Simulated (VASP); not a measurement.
Set up this calculation in VASP 6.6.1, as the native input.

```
Task                   : relaxation of shape and atoms at fixed volume
Functional             : PBE
Potentials or basis    : VASP PAW PBE potentials, release 64 (Pb_d, Se)
Cutoff                 : 600 eV
k mesh                 : 8 × 8 × 6
Occupations            : gaussian, width 0.05 eV
Spin                   : no spin polarisation
Dipole correction      : no
Further INCAR settings : ALGO = Normal; EDIFF = 1e-06; IBRION = 2; EDIFFG = -0.01; NSW = 60; ISIF = 4
```

The structure of PbSe lies in POSCAR:

```
PbSe
1.0
    4.4268920671      0.0000000000      0.0000000000
   -2.2134460335      3.8338009900      0.0000000000
    0.0000000000      0.0000000000      7.8266120760
Pb Se
2 2
Direct
    0.3333333333      0.6666666667      0.2500000000
    0.6666666667      0.3333333333      0.7500000000
    0.0000000000      0.0000000000      0.0000000000
    0.0000000000      0.0000000000      0.5000000000
```

This cell differs from its parent crystal: volume scaled by 1.100.

One way to write it, as run:

INCAR

```
SYSTEM = PbSe
PREC = Accurate ; ENCUT = 600
EDIFF = 1E-6 ; ISMEAR = 0
SIGMA = 0.05 ; LREAL = .FALSE.
LASPH = .TRUE. ; NELM = 60
ALGO = Normal ; ISIF = 4
LWAVE = .FALSE. ; LCHARG = .FALSE.
GGA = PE ; IBRION = 2
NSW = 60 ; EDIFFG = -0.01
```

KPOINTS

```
regular mesh
0
G
  8 8 6
  0 0 0
```

Potentials or basis: VASP PAW PBE potentials, release 64 (Pb_d, Se).

Run with:

```bash
$ cat potpaw_PBE.64/Pb_d/POTCAR potpaw_PBE.64/Se/POTCAR > POTCAR
$ mpirun -np 1 vasp_std > vasp.out
```

It gave:

The energy gained by relaxing is 0.0 meV/atom and the ionic steps are 2. The pressure after relaxing is -3.4 GPa. The band gap on the k mesh is 0.53 eV, indirect (least direct gap 0.55 eV).

Caveat: spin-orbit coupling is left out, which moves the levels of the heavy elements.

Run time: 100 s on 1 thread of Intel(R) Xeon(R) 6975P-C (Granite Rapids), on a shared host, peak memory 0.36 GiB.
